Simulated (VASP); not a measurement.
Wanted: the native input for a VASP 6.6.1 run.

- Task: single point
- Functional: r2SCAN
- Potentials or basis: VASP PAW PBE potentials, release 64 (Te, As)
- Cutoff: 520 eV
- k mesh: 14 × 14 × 14
- Occupations: gaussian, width 0.15 eV
- Spin: no spin polarisation
- Dipole correction: no
- Further INCAR settings: ALGO = Normal; EDIFF = 1e-06; NBANDS = 12

Crystal: TeAs.

```xyz
2
Lattice="0.0000 2.9677 2.9677 2.9677 0.0000 2.9677 2.9677 2.9677 0.0000" Properties=species:S:1:pos:R:3 pbc="T T T"
Te    2.9677    2.9677    3.2177
As    0.0000    0.0000    0.0000
```

This cell differs from its parent crystal: all Te atoms moved -0.250 Å, as atom 1 towards its neighbour atom 2 (As) at 2.968 Å.

The input as run:

POSCAR

```
TeAs
1.0
    0.0000000000      2.9676670000      2.9676670000
    2.9676670000      0.0000000000      2.9676670000
    2.9676670000      2.9676670000      0.0000000000
Te As
1 1
Direct
    0.5421206288      0.5421206288      0.4578793712
    0.0000000000      0.0000000000      0.0000000000
```

INCAR.step1

```
SYSTEM = TeAs
ALGO = Normal ; EDIFF = 1E-4
ENCUT = 520 ; GGA = PE
ISMEAR = 0 ; LASPH = .TRUE.
LCHARG = .FALSE. ; LREAL = .FALSE.
LWAVE = .TRUE. ; NBANDS = 12
NELM = 80 ; PREC = Accurate
SIGMA = 0.15
```

INCAR.step2

```
SYSTEM = TeAs
ALGO = Normal ; EDIFF = 1E-6
ENCUT = 520 ; ISIF = 2
ISMEAR = 0 ; ISTART = 1
LASPH = .TRUE. ; LCHARG = .FALSE.
LMIXTAU = .TRUE. ; LREAL = .FALSE.
LWAVE = .FALSE. ; METAGGA = R2SCAN
NBANDS = 12 ; NELM = 80
PREC = Accurate ; SIGMA = 0.15
```

KPOINTS

```
k-points
0
G
  14 14 14
  0 0 0
```

Potentials or basis: VASP PAW PBE potentials, release 64 (Te, As).

The run is started by

```console
$ cat potpaw_PBE.64/Te/POTCAR potpaw_PBE.64/As/POTCAR > POTCAR
$ cp INCAR.step1 INCAR
$ mpirun -np 1 vasp_std > vasp.out
$ cp INCAR.step2 INCAR
$ mpirun -np 1 vasp_std > vasp.out
```

Results of the run:

```yaml
Pressure: 0.6 GPa
Largest_force: 0.760 eV/Å
```

Caveat: the cell differs from its parent crystal (all Te atoms moved -0.250 Å, as atom 1 towards its neighbour atom 2 (As) at 2.968 Å); the PAW data sets were made with another functional, which shifts forces and pressure a little.

Run time: 4.3 min on 1 thread of Intel Xeon 6975P-C, with other jobs on the host, peak memory 0.31 GiB.
